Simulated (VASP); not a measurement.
Here is a VASP 6.6.1 calculation.

The input INCAR:

```
SYSTEM = ClO
PREC = Accurate
ENCUT = 520
EDIFF = 1E-7
ISMEAR = 1
SIGMA = 0.25
LREAL = .FALSE.
LASPH = .TRUE.
NELM = 60
ALGO = Normal
ISIF = 2
LWAVE = .FALSE.
LCHARG = .FALSE.
GGA = PS
NBANDS = 14
```

The input KPOINTS:

```
Automatic mesh
0
G
  10 10 10
  0 0 0
```

The input POSCAR:

```
ClO
1.0
    3.1852167900      0.0000000000      0.0000000000
    0.0000000000      3.1852167900      0.0000000000
    0.0000000000      0.0000000000      3.1852167900
Cl O
1 1
Direct
    0.0000000000      0.0000000000      0.0000000000
    0.5000000016      0.5000000016      0.5000000016
```

Potentials or basis: VASP PAW PBE potentials, release 64 (Cl, O).

The run is started by

```bash
$ cat potpaw_PBE.64/Cl/POTCAR potpaw_PBE.64/O/POTCAR > POTCAR
$ mpirun -np 1 vasp_std > vasp.out
```

(1) What does it give for the band gap on the k mesh?

(2) Estimate the pressure.

Answers

(1) zero (an odd number of electrons rules out a gap without spin polarisation).

(2) -13.9 GPa.

Caveat: the cell stands under tension; the PAW data sets were made with another functional, which shifts forces and pressure a little; an odd number of electrons without spin polarisation forces a metal; a magnetic or distorted state may lie lower.
